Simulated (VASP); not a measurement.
Here is a VASP 6.6.1 calculation.

Contents of INCAR:

```
SYSTEM = Ga3Se
ALGO = Normal ; EDIFF = 1E-6
ENCUT = 520 ; GGA = PS
ISIF = 2 ; ISMEAR = 0
LASPH = .TRUE. ; LCHARG = .FALSE.
LREAL = .FALSE. ; LWAVE = .FALSE.
NBANDS = 55 ; NELM = 60
PREC = Accurate ; SIGMA = 0.15
```

The input KPOINTS:

```
k-points
0
G
  8 6 6
  0 0 0
```

File POSCAR:

```
Ga3Se
1.0
   -4.2970217188      0.0000000000      0.0000000000
    0.0000000000      4.2970217188      4.2970217188
    0.0000000000      4.2970217188     -4.2970217188
Ga Se
6 2
Direct
    0.0000000000      0.5000000000      0.0000000000
    0.0000000000      0.0000000000      0.5000000000
    0.5000000000      0.2500000000      0.7500000000
    0.5000000000      0.7500000000      0.2500000000
    0.5000000000      0.2500000000      0.2500000000
    0.5000000000      0.7500000000      0.7500000000
    0.0000000000      0.0000000000      0.0000000000
    0.0000000000      0.5000000000      0.5000000000
```

Potentials or basis: VASP PAW PBE potentials, release 64 (Ga_d, Se).

The run is started by

```sh
$ cat potpaw_PBE.64/Ga_d/POTCAR potpaw_PBE.64/Se/POTCAR > POTCAR
$ mpirun -np 1 vasp_std > vasp.out
```

Question: What does it give for the band gap on the k mesh?

Answer: Zero (bands 45 and 46 overlap by 1.39 eV).

Question: What does it give for the pressure?

Answer: 0.1 GPa.

Caveat: the PAW data sets were made with another functional, which shifts forces and pressure a little.
